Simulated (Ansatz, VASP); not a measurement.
One calculation of BN, two programs

```xyz
4
Lattice="2.5660 0.0000 0.0000 -1.2830 2.2222 0.0000 0.0000 0.0000 4.1978" Properties=species:S:1:pos:R:3 pbc="T T T"
B     0.0000    1.4815   -0.0016
B     1.2830    0.7407    2.0973
N     0.0000    1.4815    1.5715
N     1.2830    0.7407    3.6704
```

Change from the starting cell: strained cell.

Alike in both runs: task relaxation of the atoms; functional PBEsol; k mesh 9 × 9 × 6; occupations gaussian, width 0.02 eV; no spin polarisation.

```csv
,VASP,Ansatz
version,VASP 6.6.1,Ansatz 0.2.0
potentials or method,"VASP PAW PBE potentials, release 64 (B, N), cutoff 520 eV","scalar-relativistic, plane waves, PAW"
valence electrons in the cell,16,16
```

|  | VASP | Ansatz | Ansatz less VASP |
| --- | --- | --- | --- |
| gap on the k mesh at the Fermi level, each at its own relaxed structure (eV) | 5.03 | 5.04 | +0.012 |

VASP's potentials were made for PBE, not for PBEsol, and Ansatz warns of the same on its side. Ansatz's warnings: stress scf threshold loose.

Noted on VASP's run: the relaxation stopped at its first step, so nothing moved.
